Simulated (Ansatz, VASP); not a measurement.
**Two plane-wave programs on La6N**

INCAR

```
SYSTEM = La6N
ALGO     = Normal         ! electronic algorithm
EDIFF    = 1E-6           ! SCF threshold, eV
ENCUT    = 520            ! plane-wave cutoff, eV
GGA      = PE             ! functional
ISIF     = 2              ! what is computed and relaxed
ISMEAR   = 0              ! smearing method
LASPH    = .TRUE.         ! aspherical terms in the spheres
LCHARG   = .FALSE.        ! write CHGCAR
LREAL    = .FALSE.        ! projectors in reciprocal space
LWAVE    = .FALSE.        ! write WAVECAR
NBANDS   = 44             ! bands
NELM     = 100            ! most SCF steps
PREC     = Accurate       ! precision mode
SIGMA    = 0.2            ! smearing width, eV
```

Contents of KPOINTS:

```
k-points
0
G
  6 6 2
  0 0 0
```

File POSCAR:

```
La6N
1.0
    3.8073131835      0.0000000000      0.0000000000
    0.0000000000      3.8073131835      0.0000000000
    0.0000000000      0.0000000000     15.4995161856
La N
6 1
Direct
    0.5000000000      0.5000000000      0.8458293521
    0.5000000000      0.5000000000      0.1541706479
    0.0000000000      0.0000000000      0.0000000000
    0.0000000000      0.0000000000      0.6624186309
    0.0000000000      0.0000000000      0.3375813691
    0.5000000000      0.5000000000      0.5000000000
    0.5000000000      0.5000000000      0.0000000000
```

Input for Ansatz:

```yaml
crystal:
  lattice:
    - [3.8073131835, 0.0, 0.0]
    - [0.0, 3.8073131835, 0.0]
    - [0.0, 0.0, 15.4995161856]
  atoms:
    - { symbol: La, position: [0.5, 0.5, 0.8458293521] }
    - { symbol: La, position: [0.5, 0.5, 0.1541706479] }
    - { symbol: La, position: [0.0, 0.0, 0.0] }
    - { symbol: La, position: [0.0, 0.0, 0.6624186309] }
    - { symbol: La, position: [0.0, 0.0, 0.3375813691] }
    - { symbol: La, position: [0.5, 0.5, 0.5] }
    - { symbol: "N", position: [0.5, 0.5, 0.0] }
basis:
  ecutwfc: 420
kpoints:
  mp_grid: { grid: [6, 6, 2] }
hamiltonian:
  xc: pbe
scf:
  occupations: { method: gaussian, width: 0.2 }
  lower_state_search: "off"
output:
  forces: true
  stress: true
  eigenvalues: true
```

Alike in both runs: task single point; functional PBE; k mesh 6 × 6 × 2; occupations gaussian, width 0.2 eV; no spin polarisation.

|  | VASP | Ansatz |
| --- | --- | --- |
| version | VASP 6.6.1 | Ansatz 0.2.0 |
| potentials or method | VASP PAW PBE potentials, release 64 (La, N), cutoff 520 eV | scalar-relativistic, plane waves, PAW |
| valence electrons in the cell | 71 | 71 |

|  | VASP | Ansatz | Ansatz less VASP |
| --- | --- | --- | --- |
| gap on the k mesh at the Fermi level (eV) | none | none | - |
| pressure (GPa) | 0.0 | 0.0 | -0.03 |
| rms of the force components (eV/Å) | 0.028 | 0.027 | -0.0008 |

Atom by atom the forces differ by 0.002 eV/Å (rms over components). A gap of «none» marks a metal or a gap that the smearing closes.

Spin-orbit coupling is off throughout.
